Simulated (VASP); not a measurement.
The system is PbO.

```
Pb O
1.0
     3.88863    0.00000    0.00000
     0.00000    3.88863    0.00000
     0.00000    0.00000    4.85754
Pb O
2 2
Direct
  0.00000 0.50000 0.24240
  0.50000 0.00000 0.75760
  0.50000 0.50000 0.00000
  0.00000 0.00000 0.00000
```

```yaml
Program: VASP 6.6.1
Task: relaxation of cell and atoms
Functional: PBEsol
Potentials_or_basis: VASP PAW PBE potentials, release 64 (Pb_d, O)
Cutoff: 600 eV
k_mesh: 6 × 6 × 4
Occupations: gaussian, width 0.1 eV
Spin: no spin polarisation
```

At the start: pressure 6.3 GPa; volume 18.36 Å³/atom.

**Question.** Where does the relaxation end?

**Answer.** Over 7 steps the energy falls by 23.6 meV/atom and the volume is 19.69 Å³/atom (+7.2 %); space group P4/nmm (No. 129, to 0.1 Å) before and after.

The path:
| step | energy change (eV) | largest force (eV/Å) | pressure (GPa) | volume (Å³) |
| --- | --- | --- | --- | --- |
| 1 | 0.0000 | 0.6843 | 6.32 | 73.45 |
| 2 | 0.0016 | 1.1564 | -4.60 | 81.42 |
| 3 | -0.0821 | 0.3035 | 0.27 | 77.23 |
| 4 | -0.0821 | 0.2857 | 0.38 | 77.16 |
| 5 | -0.0901 | 0.1647 | 0.26 | 77.77 |
| 6 | -0.0937 | 0.0213 | 0.12 | 78.54 |
| 7 | -0.0943 | 0.0386 | 0.00 | 78.78 |

Final structure:
```xyz
4
Lattice="4.0019 0.0000 0.0000 0.0000 4.0019 0.0000 0.0000 0.0000 4.9188" Properties=species:S:1:pos:R:3 pbc="T T T"
Pb    0.0000    2.0009    1.1803
Pb    2.0009    0.0000    3.7385
O     2.0009    2.0009    0.0000
O     4.0019    0.0000    4.9188
```

Caveat: the PAW data sets were made with another functional, which shifts forces and pressure a little; the relaxation stopped at a loose force limit of 0.05 eV/Å, so its end isn't a converged minimum.
